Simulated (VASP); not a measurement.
Wanted: the native input for a VASP 6.6.1 run.

* Task: relaxation of cell and atoms
* Functional: PBEsol
* Potentials or basis: VASP PAW PBE potentials, release 64 (V_sv)
* Cutoff: 600 eV
* k mesh: 17 × 17 × 17
* Occupations: fermi-dirac, width 0.1 eV
* Spin: no spin polarisation
* Dipole correction: no
* Further INCAR settings: ALGO = Normal; EDIFF = 1e-06; IBRION = 2; EDIFFG = -0.005; NSW = 60; ISIF = 3

The structure of V lies in POSCAR:

```
V
1.0
    2.4102065329      0.0000000000      0.0000000000
    0.0000000000      2.4102065329      0.0000000000
    0.0000000000      0.0000000000      2.4102065329
V
1
Direct
    0.0000000000      0.0000000000      0.0000000000
```

The input as run:

INCAR

```
ALGO = Normal
EDIFF = 1E-6
EDIFFG = -0.005
ENCUT = 600
GGA = PS
IBRION = 2
ISIF = 3
ISMEAR = -1
LASPH = T
LCHARG = F
LREAL = F
LWAVE = F
NELM = 100
NSW = 60
PREC = Accurate
SIGMA = 0.1
```

KPOINTS

```
k-points
0
Gamma
  17 17 17
```

Potentials or basis: VASP PAW PBE potentials, release 64 (V_sv).

Launch:

```sh
$ cat potpaw_PBE.64/V_sv/POTCAR > POTCAR
$ mpirun -np 1 vasp_std > vasp.out
```

Results of the run:

The relaxed volume is 14.08 Å³/atom. The relaxed cell is a = 2.415 Å, b = 2.415 Å, c = 2.415 Å, α = 90.00°, β = 90.00°, γ = 90.00°, the space group after relaxing (to 0.05 Å) is Pm-3m (No. 221) and the energy gained by relaxing is 0.2 meV/atom. The ionic steps are 3 and the pressure after relaxing is 0.0 GPa.

Caveat: the PAW data sets were made with another functional, which shifts forces and pressure a little.

Run time: 22 s on 1 thread of Intel Xeon 6975P-C (shared host), peak memory 0.15 GiB.
